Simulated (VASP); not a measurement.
Here is a VASP 6.6.1 calculation.

INCAR

```
SYSTEM = Ge2Sb2Se
PREC = Accurate ; ENCUT = 520
EDIFF = 1E-6 ; ISMEAR = 0
SIGMA = 0.15 ; LREAL = .FALSE.
LASPH = .TRUE. ; NELM = 60
ALGO = Normal ; ISIF = 2
LWAVE = .FALSE. ; LCHARG = .FALSE.
GGA = PE ; NBANDS = 55
```

File KPOINTS:

```
regular mesh
0
G
  2 2 2
  0 0 0
```

The input POSCAR:

```
Ge2Sb2Se
1.0
    5.0634199498      0.0000000000      0.5069903127
    0.0000000000      6.6018335509      0.0000000000
    0.6970111398      0.0000000000      8.4458479797
Ge Sb Se
4 4 2
Direct
    0.5000000000      0.0000000000      0.0000000000
    0.5000000000      0.5000000000      0.0000000000
    0.0000000000      0.0000000000      0.5000000000
    0.0000000000      0.5000000000      0.5000000000
    0.0000000000      0.0000000000      0.0000000000
    0.0000000000      0.5000000000      0.0000000000
    0.5210280069      0.7500000000      0.4332649875
    0.4789719931      0.2500000000      0.5667350125
    0.6777154633      0.7500000000      0.7236858711
    0.3222845367      0.2500000000      0.2763141289
```

Potentials or basis: VASP PAW PBE potentials, release 64 (Ge_d, Sb, Se).

Run with:

```sh
$ cat potpaw_PBE.64/Ge_d/POTCAR potpaw_PBE.64/Sb/POTCAR potpaw_PBE.64/Se/POTCAR > POTCAR
$ mpirun -np 1 vasp_std > vasp.out
```

Question: Predict the largest force.

Answer: 0.069 eV/Å.

Question: What does it give for the pressure?

Answer: -0.1 GPa.

Stress tensor (GPa, compression positive):
```
 0.05  0.00  0.01
 0.00 -0.31  0.00
 0.01  0.00 -0.03
```

Caveat: the k points lie up to 0.63 Å⁻¹ apart, too coarse for converged energies and pressures of a metal.
